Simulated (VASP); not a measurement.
Wanted: the native input for a VASP 6.6.1 run.

```
Task                   : single point
Functional             : PBE
Potentials or basis    : VASP PAW PBE potentials, release 64 (Cr_pv, Os)
Cutoff                 : 520 eV
k mesh                 : 12 × 12 × 12
Occupations            : gaussian, width 0.1 eV
Spin                   : collinear spin, ferromagnetic start
Starting moments       : [0.8, 0.0, 0.0, 0.0] μB
Dipole correction      : no
Further INCAR settings : ALGO = Normal; EDIFF = 1e-06; NBANDS = 30
```

The structure of CrOs3 lies in POSCAR:

```
CrOs3
1.0
    3.8053672674      0.0000000000      0.0000000000
    0.0000000000      3.8053672674      0.0000000000
    0.0000000000      0.0000000000      3.8053672674
Cr Os
1 3
Direct
    0.0000000000      0.0000000000      0.0000000000
    0.0000000000      0.5000000000      0.5000000000
    0.5000000000      0.0000000000      0.5000000000
    0.5000000000      0.5000000000      0.0000000000
```

One way to write it, as run:

INCAR

```
SYSTEM = CrOs3
PREC = Accurate
ENCUT = 520
EDIFF = 1E-6
ISMEAR = 0
SIGMA = 0.1
LREAL = .FALSE.
LASPH = .TRUE.
NELM = 150
ALGO = Normal
ISIF = 2
LWAVE = .FALSE.
LCHARG = .TRUE.
ISPIN = 2
MAGMOM = 0.8 0 0 0
LORBIT = 11
LMAXMIX = 4
GGA = PE
LELF = .TRUE.
LVHAR = .TRUE.
NBANDS = 30
```

KPOINTS

```
regular mesh
0
G
  12 12 12
  0 0 0
```

Potentials or basis: VASP PAW PBE potentials, release 64 (Cr_pv, Os).

The run is started by

```sh
$ cat potpaw_PBE.64/Cr_pv/POTCAR potpaw_PBE.64/Os/POTCAR > POTCAR
$ mpirun -np 1 vasp_std > vasp.out
```

Results of the run:

| Property | Result |
| --- | --- |
| Pressure | -0.2 GPa |
| Band gap on the k mesh | zero (filled and empty bands overlap) |
| Net moment | 0.02 μB per cell |
| Site moments | Cr +0.05; Os -0.01 μB |
| Valence electrons inside the program's atomic spheres | Cr 10.88; Os 7.44 |

Caveat: spin-orbit coupling is left out, which moves the levels of the heavy elements.

It took 110 s on 1 thread of Intel(R) Xeon(R) Platinum 8559C (Emerald Rapids) (shared host), peak memory 0.32 GiB.
